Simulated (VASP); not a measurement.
**As: single point with PBE**

As:

```
CELL_PARAMETERS angstrom
1.90361 1.09905 3.60816
-1.90361 1.09905 3.60816
0.00000 -2.19810 3.60816
ATOMIC_POSITIONS crystal
As 0.77371 0.77371 0.77371
As 0.22629 0.22629 0.22629
```

* Program: VASP 6.6.1
* Task: single point
* Functional: PBE
* Potentials or basis: VASP PAW PBE potentials, release 64 (As)
* Cutoff: 520 eV
* k mesh: 10 × 10 × 10
* Occupations: fermi-dirac, width 0.1 eV
* Spin: non-collinear spin, zero start, spin-orbit coupling
* Starting moments: [[0.0, 0.0, 0.0], [0.0, 0.0, 0.0]] μB
* Dipole correction: no
* Further INCAR settings: ALGO = Normal; EDIFF = 1e-07; NBANDS = 22

| Property | Result |
| --- | --- |
| Pressure | 0.3 GPa |
| Largest force | 0.049 eV/Å |
| Net moment | 0.00 μB per cell |
| Valence electrons inside the program's atomic spheres | As 2.68 |

Forces in eV/Å, atoms in the order of the input:
```
As   0.000  0.000 -0.049
As   0.000  0.000  0.049
```

Stress tensor (GPa, compression positive):
```
0.32 0.00 0.00
0.00 0.32 0.00
0.00 0.00 0.19
```

Moments on the atoms (μB; x, y, z):
```
As  0.00 0.00 0.00
As  0.00 0.00 0.00
```

Wall time 2.2 min on 1 thread of AMD EPYC 9R45 96-Core Processor (Zen 5), with other jobs on the host, peak memory 0.37 GiB.
